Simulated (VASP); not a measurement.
# PbSe (sol2) (R-3m) in VASP: notebook

Runs on PbSe (sol2). Level: PBEsol. Tasks: relaxation of the atoms.

Program: VASP 6.6.1. These are calculated values, not measurements. Logs are shortened: lines on timing, memory, paths and dates and some standing lists are left out, and cuts for length are marked.

## 1. The cell of the first run

Symmetry: R-3m, No. 166, trigonal system. Conventional cell: a = 4.250 Å, b = 4.250 Å, c = 10.706 Å, α = 90.00°, β = 90.00°, γ = 120.00°. Within 4.0 Å of Pb (site symmetry -3m) lie 6 Se at 3.03 Å. Within 4.0 Å of Se (site symmetry -3m) lie 6 Pb at 3.03 Å.

## 2. Relaxation of the atoms, PBEsol (strained cell)

INCAR

```
SYSTEM = PbSe
ALGO = Normal ; EDIFF = 1E-7
EDIFFG = -0.002 ; ENCUT = 450
GGA = PS ; GGA_COMPAT = .FALSE.
IBRION = 2 ; ISIF = 2
ISMEAR = 0 ; LASPH = .TRUE.
LCHARG = .FALSE. ; LREAL = .FALSE.
LWAVE = .FALSE. ; NELM = 120
NELMIN = 4 ; NSW = 60
PREC = Accurate ; SIGMA = 0.01
```

KPOINTS

```
k-points
0
G
  9 9 9
  0 0 0
```

POSCAR

```
PbSe
1.0
    0.0566121158      3.0621151487      3.0621151487
    3.0621151487      0.0566121158      3.0621151487
    3.0621151487      3.0621151487      0.0566121158
Pb Se
1 1
Direct
    0.0000000000      0.0000000000      0.0000000000
    0.5000000000      0.5000000000      0.5000000000
```

Potentials or basis: VASP PAW PBE potentials, release 64 (Pb_d, Se).

Started as:

```
$ cat potpaw_PBE.64/Pb_d/POTCAR potpaw_PBE.64/Se/POTCAR > POTCAR
$ mpirun -np 1 vasp_std > vasp.out
```

OUTCAR:

```text
SYSTEM = PbSe
   EDIFF = 1E-7
   EDIFFG = -0.002
   ENCUT = 450
   GGA = PS
   IBRION = 2
   ISIF = 2
   ISMEAR = 0
   LASPH = .TRUE.
   LREAL = .FALSE.
   NELM = 120
   NELMIN = 4
   NSW = 60
   PREC = Accurate

 ion  position               nearest neighbor table
   1  0.000  0.000  0.000-   2 3.03   2 3.03   2 3.03   2 3.03   2 3.03   2 3.03
   2  0.500  0.500  0.500-   1 3.03   1 3.03   1 3.03   1 3.03   1 3.03   1 3.03

  LATTYP: Found a trigonal (rhomboedric) cell.
 ALAT       =     4.3308548001
 COS(alpha) =     0.5183993169

  Lattice vectors:

 A1 = (   0.0566121158,   3.0621151487,   3.0621151487)
 A2 = (   3.0621151487,   0.0566121158,   3.0621151487)
 A3 = (   3.0621151487,   3.0621151487,   0.0566121158)

Analysis of symmetry for initial positions (statically):
=====================================================================
 Subroutine PRICEL returns:
 Original cell was already a primitive cell.

 Routine SETGRP: Setting up the symmetry group for a
 trigonal (rhombohedral) supercell.

 Subroutine GETGRP returns: Found 12 space group operations
 (whereof 12 operations were pure point group operations)
 out of a pool of 12 trial point group operations.

The static configuration has the point symmetry D_3d.

Analysis of symmetry for dynamics (positions and initial velocities):
=====================================================================
 Subroutine PRICEL returns:
 Original cell was already a primitive cell.

 Routine SETGRP: Setting up the symmetry group for a
 trigonal (rhombohedral) supercell.

 Subroutine GETGRP returns: Found 12 space group operations
 (whereof 12 operations were pure point group operations)
 out of a pool of 12 trial point group operations.

The dynamic configuration has the point symmetry D_3d.

 Subroutine INISYM returns: Found 12 space group operations
 (whereof 12 operations are pure point group operations),
 and found     1 'primitive' translations

----------------------------------------------------------------------------------------

                                     Primitive cell

  volume of cell :      55.8318

  direct lattice vectors                    reciprocal lattice vectors
     0.056612116  3.062115149  3.062115149    -0.167885255  0.164837749  0.164837749
     3.062115149  0.056612116  3.062115149     0.164837749 -0.167885255  0.164837749
     3.062115149  3.062115149  0.056612116     0.164837749  0.164837749 -0.167885255

  length of vectors
     4.330854800  4.330854800  4.330854800     0.287277612  0.287277612  0.287277612

  position of ions in fractional coordinates (direct lattice)
     0.000000000  0.000000000  0.000000000
     0.500000000  0.500000000  0.500000000

  ion indices of the primitive-cell ions
   primitive index   ion index
                 1           1
                 2           2

----------------------------------------------------------------------------------------

 KPOINTS: k-points

Automatic generation of k-mesh.
 Grid dimensions read from file:
 generate k-points for:    9    9    9

 Generating k-lattice:

  Cartesian coordinates                     Fractional coordinates (reciprocal lattice)
    -0.018653917  0.018315305  0.018315305     0.111111111 -0.000000000 -0.000000000
     0.018315305 -0.018653917  0.018315305    -0.000000000  0.111111111 -0.000000000
     0.018315305  0.018315305 -0.018653917    -0.000000000 -0.000000000  0.111111111

  Length of vectors
     0.031919735  0.031919735  0.031919735

  Shift w.r.t. Gamma in fractional coordinates (k-lattice)
     0.000000000  0.000000000  0.000000000

 Subroutine IBZKPT returns following result:
 ===========================================

 Found     85 irreducible k-points:

 Following reciprocal coordinates:
            Coordinates               Weight
  0.000000  0.000000  0.000000      1.000000
  0.111111  0.000000 -0.000000      6.000000
  0.222222  0.000000  0.000000      6.000000
  0.333333 -0.000000 -0.000000      6.000000
  0.444444  0.000000  0.000000      6.000000
  0.111111  0.111111 -0.000000      6.000000
[... 16 lines left out ...]
 -0.333333  0.333333  0.000000      6.000000
  0.444444  0.444444 -0.000000      6.000000
 [... further k-points ...]
   k-points           NKPTS =     85   k-points in BZ     NKDIM =     85   number of bands    NBANDS=     14
   number of dos      NEDOS =    301   number of ions     NIONS =      2
   total plane-waves  NPLWV =  27000
   dimension x,y,z NGX =    30 NGY =   30 NGZ =   30
   dimension x,y,z NGXF=    60 NGYF=   60 NGZF=   60
   ions per type =               1   1
   NGX,Y,Z   is equivalent  to a cutoff of  11.52, 11.52, 11.52 a.u.
   NGXF,Y,Z  is equivalent  to a cutoff of  23.03, 23.03, 23.03 a.u.
 SYSTEM =  PbSe
   PREC   = accura    normal or accurate (medium, high low for compatibility)
   ISTART =      0    job   : 0-new  1-cont  2-samecut
   ICHARG =      2    charge: 1-file 2-atom 10-const
   ISPIN  =      1    spin polarized calculation?
   LNONCOLLINEAR =      F non collinear calculations
   LSORBIT =      F    spin-orbit coupling
   LASPH  =      T    aspherical Exc in radial PAW
   ENCUT  =  450.0 eV  33.07 Ry    5.75 a.u.   7.49  7.49  7.49*2*pi/ulx,y,z
   NELM   =    120;   NELMIN=  4; NELMDL= -5     # of ELM steps
   EDIFF  = 0.1E-06   stopping-criterion for ELM
   LREAL  =      F    real-space projection
   EDIFFG = -.2E-02   stopping-criterion for IOM
   NSW    =     60    number of steps for IOM
   IBRION =      2    ionic relax: 0-MD 1-quasi-New 2-CG
   NFREE  =      1    steps in history (QN), initial steepest desc. (CG)
   ISIF   =      2    stress and relaxation
   ISYM   =      2    0-nonsym 1-usesym 2-fastsym
   POTIM  = 0.5000    time-step for ionic-motion
   TEBEG  =    0.0;   TEEND  =   0.0 temperature during run
   PSTRESS=    0.0 pullay stress
   NELECT =      20.0000    total number of electrons
   NUPDOWN=      -1.0000    fix difference up-down
   EMIN   =  10.00;   EMAX   =-10.00  energy-range for DOS
   EFERMI =   0.00;   METHOD = LEGACY
   ISMEAR =     0;   SIGMA  =   0.01  broadening in eV -4-tet -1-fermi 0-gaus
   EFERMI_NEDOS =   21; number of points for ismear=-14 and -15
   IALGO  =     38    algorithm
   IMIX   =      4    mixing-type and parameters
     AMIX     =   0.40;   BMIX     =  1.00
     AMIX_MAG =   1.60;   BMIX_MAG =  1.00
  volume/ion in A,a.u.               =      27.92       188.39
  Fermi-wavevector in a.u.,A,eV,Ry     =   1.162673  2.197133 18.392463  1.351808
  Thomas-Fermi vector in A             =   2.299231
   LORBIT       =      0    0 simple, 1 ext, 2 COOP (PROOUT), +10 PAW based schemes
   GGA     = PS    functional components
   LHFCALC =     F    Hartree Fock is set to
   AEXX    =    0.0000 exact exchange contribution
   IVDW    =     0    specifies the selected vdW correction
   LEPSILON=     F    determine dielectric tensor
   LRPA    =     F    only Hartree local field effects (RPA)
 conjugate gradient relaxation of ions
 non-spin polarized calculation
 Gauss-broadening in eV      SIGMA  =   0.01
  energy-cutoff  :      450.00
  volume of cell :       55.83
 maximum number of plane-waves:      1243
 NGX is ok and might be reduce to    30
   NGX = 15   NGY = 15   NGZ = 15

 number of electron      19.9999996 magnetization

 Free energy of the ion-electron system (eV)
  ---------------------------------------------------
  ext. energy  EPLUGINS =         0.00000000
  ---------------------------------------------------
  free energy    TOTEN  =        -8.91128652 eV

  energy without entropy =       -8.91128652  energy(sigma->0) =       -8.91128652

 E-fermi :   5.2606     XC(G=0):  -9.8430

 val. band max:        5.1449982542   @ k =   0.4444   0.4444   0.4444
 cond. band min:       5.6020034124   @ k =   0.4444   0.0000   0.0000
 fundamental gap:      0.4570051582
 Fermi energy:         5.2605848524

 k-point     1 :       0.0000    0.0000    0.0000
  band No.  band energies     occupation
      1     -11.5556      2.00000
      2     -11.5556      2.00000
      3     -11.5492      2.00000
      4     -11.5451      2.00000
      5     -11.5451      2.00000
      6      -8.5917      2.00000
      7      -1.0505      2.00000
      8       3.0962      2.00000
      9       3.3315      2.00000
     10       3.3315      2.00000
     11       9.9701      0.00000
     12       9.9701      0.00000
     13      10.0090      0.00000
     14      11.3981      0.00000

 k-point     2 :       0.1111    0.0000   -0.0000
  band No.  band energies     occupation
      1     -11.5576      2.00000
      2     -11.5524      2.00000
      3     -11.5478      2.00000
      4     -11.5467      2.00000
      5     -11.5434      2.00000
      6      -8.4915      2.00000
      7      -1.3895      2.00000
      8       3.1542      2.00000
      9       3.3592      2.00000
     10       3.5440      2.00000
     11       9.0202      0.00000
     12       9.3822      0.00000
     13       9.3916      0.00000
     14      11.4655      0.00000

 k-point     3 :       0.2222    0.0000    0.0000
  band No.  band energies     occupation
      1     -11.5652      2.00000
      2     -11.5577      2.00000
      3     -11.5483      2.00000
      4     -11.5373      2.00000
      5     -11.5328      2.00000
      6      -8.2090      2.00000
      7      -2.1748      2.00000
      8       3.2766      2.00000
      9       3.4435      2.00000
     10       4.0197      2.00000
     11       7.6087      0.00000
     12       8.3154      0.00000
     13       8.3444      0.00000
     14      11.5011      0.00000

 k-point     4 :       0.3333   -0.0000   -0.0000
  band No.  band energies     occupation
      1     -11.5750      2.00000
      2     -11.5667      2.00000
      3     -11.5485      2.00000
      4     -11.5235      2.00000
      5     -11.5201      2.00000
      6      -7.8159      2.00000
      7      -3.0345      2.00000
      8       3.4463      2.00000
      9       3.5723      2.00000
     10       4.5080      2.00000
     11       6.4481      0.00000
     12       7.3760      0.00000
     13       7.4448      0.00000
     14      12.1813      0.00000

 k-point     5 :       0.4444    0.0000    0.0000
  band No.  band energies     occupation
      1     -11.5817      2.00000
      2     -11.5727      2.00000
      3     -11.5486      2.00000
      4     -11.5143      2.00000
      5     -11.5118      2.00000
      6      -7.4889      2.00000
      7      -3.6283      2.00000
      8       3.5927      2.00000
      9       3.6847      2.00000
     10       4.9909      2.00000
     11       5.6020      0.00000
[... 276 lines left out ...]
 k-point    22 :      -0.4444    0.3333   -0.0000
  band No.  band energies     occupation
      1     -11.6638      2.00000
      2     -11.5556      2.00000
      3     -11.5445      2.00000
      4     -11.5140      2.00000
      5     -11.5031      2.00000
      6      -7.0764      2.00000
      7      -2.8609      2.00000
      8       0.5748      2.00000
      9       2.2047      2.00000
     10       2.6177      2.00000
     11       8.6485      0.00000
     12       9.4218      0.00000
     13      10.4935      0.00000
     14      10.9300      0.00000

 k-point    23 :      -0.3333    0.3333    0.0000
  band No.  band energies     occupation
      1     -11.6380      2.00000
      2     -11.5562      2.00000
      3     -11.5413      2.00000
      4     -11.5245      2.00000
      5     -11.5091      2.00000
      6      -7.1094      2.00000
      7      -3.1383      2.00000
      8       0.7423      2.00000
      9       2.6613      2.00000
     10       3.2043      2.00000
     11       7.8320      0.00000
     12       8.4336      0.00000
     13      10.3356      0.00000
     14      12.1175      0.00000

 k-point    24 :       0.4444    0.4444   -0.0000
  band No.  band energies     occupation
      1     -11.6957      2.00000
      2     -11.5709      2.00000
      3     -11.5288      2.00000
      4     -11.5024      2.00000
      5     -11.4987      2.00000
      6      -7.0937      2.00000
      7      -2.2799      2.00000
      8       0.2673      2.00000
      9       1.7751      2.00000
     10       1.9615      2.00000
     11       8.7595      0.00000
     12      10.7860      0.00000
     13      10.8300      0.00000
     14      11.1308      0.00000

 [... further k-points ...]
[... 5 lines left out ...]
  --------------------------------------------------------------------------------------
  -------------------------------------------------------------------------------------
  Total        0.3354098      0.3354098      0.3354098     -0.1167951     -0.1167951     -0.1167951
  in kB        9.6250795      9.6250795      9.6250795     -3.3516070     -3.3516070     -3.3516070
  external PRESSURE =       9.6250795 kB  Pullay stress =       0.0000000 kB

 VOLUME and BASIS-vectors are now :
 -----------------------------------------------------------------------------
  energy-cutoff  :      450.00
  volume of cell :       55.83
      direct lattice vectors                 reciprocal lattice vectors
     0.056612116  3.062115149  3.062115149    -0.167885255  0.164837749  0.164837749
     3.062115149  0.056612116  3.062115149     0.164837749 -0.167885255  0.164837749
     3.062115149  3.062115149  0.056612116     0.164837749  0.164837749 -0.167885255

 POSITION                                       TOTAL-FORCE (eV/Angst)
 -----------------------------------------------------------------------------------
      0.00000      0.00000      0.00000        -0.000000      0.000000     -0.000000
      3.09042      3.09042      3.09042         0.000000     -0.000000      0.000000
 -----------------------------------------------------------------------------------
    total drift:                               -0.000000      0.000000      0.000000

  FREE ENERGIE OF THE ION-ELECTRON SYSTEM (eV)
  ---------------------------------------------------
  free  energy   TOTEN  =        -8.9112865239 eV

  energy  without entropy=       -8.9112865239  energy(sigma->0) =       -8.91128652

 reached required accuracy - stopping structural energy minimisation
```

It took 56 s on 1 thread of Intel Xeon 6975P-C, shared host; peak memory 0.21 GiB.

What came out:

* Free energy: -8.9113 eV
* Pressure after relaxing: 1.0 GPa
* Band gap on the k mesh: 0.46 eV, indirect (least direct gap 0.61 eV)

Stress tensor (GPa, compression positive):
```
 0.96 -0.34 -0.34
-0.34  0.96 -0.34
-0.34 -0.34  0.96
```

Final structure:
```
Pb Se
1.0
     0.05661    3.06212    3.06212
     3.06212    0.05661    3.06212
     3.06212    3.06212    0.05661
Pb Se
1 1
Cartesian
  0.0000 0.0000 0.0000
  3.0904 3.0904 3.0904
```

Caveat: the cell differs from its parent crystal (strained cell); the relaxation stopped at its first step, so nothing moved; the PAW data sets were made with another functional, which shifts forces and pressure a little; spin-orbit coupling is left out, which moves the levels of the heavy elements.

(Part 1 of 2 ends here.)
